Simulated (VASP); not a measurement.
InGa2N3, 12 atoms in the cell. It takes space group Cmc2_1 (No. 36, orthorhombic). The conventional cell has a = 9.510 Å, b = 5.485 Å, c = 5.466 Å, α = 90.00°, β = 90.00°, γ = 90.00°. Within 2.8 Å of In (site symmetry m) lie 4 N at 2.10 to 2.13 Å. Ga (site symmetry 1) has 4 N at 1.90 to 1.94 Å within 2.5 Å. Within 2.5 Å of N (site symmetry 1) lie 3 Ga at 1.91 to 1.94 Å and 1 In at 2.11 Å. N (site symmetry m) has 2 Ga at 1.90 Å and 2 In at 2.10 to 2.13 Å within 2.5 Å.  This cell differs from its parent crystal: biaxial strain in the a-b plane: -4.0 %, then relaxed in part.

| Property | Result |
| --- | --- |
| Program | VASP 6.6.1 |
| Task | single point |
| Functional | PBEsol |
| Potentials or basis | VASP PAW PBE potentials, release 64 (In_d, Ga_d, N) |
| Cutoff | 520 eV |
| k mesh | 6 × 6 × 6 |
| Occupations | gaussian, width 0.02 eV |
| Spin | no spin polarisation |
| Dipole correction | no |
| Further INCAR settings | ALGO = Normal; EDIFF = 1e-06; NBANDS = 66 |

Potentials or basis: VASP PAW PBE potentials, release 64 (In_d, Ga_d, N).

The run is started by

```bash
$ cat potpaw_PBE.64/In_d/POTCAR potpaw_PBE.64/Ga_d/POTCAR potpaw_PBE.64/N/POTCAR > POTCAR
$ mpirun -np 1 vasp_std > vasp.out
```

Hardware: 1 thread of Intel(R) Xeon(R) Platinum 8559C (Emerald Rapids), with other jobs on the host.

**Question.** Estimate the wall time of this run.

**Answer.** Run time: 7.6 min on 1 thread of Intel(R) Xeon(R) Platinum 8559C (Emerald Rapids) (shared host), peak memory 0.51 GiB. Counts: scf iterations 16, k points 52.
